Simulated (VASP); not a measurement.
A run of VASP 6.6.1:

File INCAR:

```
SYSTEM = Te
PREC = Accurate
ENCUT = 520
EDIFF = 1E-7
ISMEAR = -1
SIGMA = 0.1
LREAL = .False.
LASPH = .True.
NELM = 80
ALGO = Normal
ISIF = 2
LWAVE = .False.
LCHARG = .False.
GGA = CA
NBANDS = 9
```

File KPOINTS:

```
Automatic mesh
0
Gamma
  19 19 19
  0 0 0
```

POSCAR

```
Te
1.0
    0.0000000000      2.4259008314      2.4259008314
    2.4259008314      0.0000000000      2.4259008314
    2.4259008314      2.4259008314      0.0000000000
Te
1
Direct
    0.0000000000      0.0000000000      0.0000000000
```

Potentials or basis: VASP PAW LDA potentials, release 64 (Te).

Command:

```console
$ cat potpaw_LDA.64/Te/POTCAR > POTCAR
$ mpirun -np 1 vasp_std > vasp.out
```

Hardware: 1 thread of Intel Xeon 8259CL, with other jobs on the host.

Question: How long does it take, and how much memory?

Answer: It took 72 s on 1 thread of Intel Xeon 8259CL, with other jobs on the host, peak memory 0.18 GiB. Counts: scf iterations 11, k points 220.
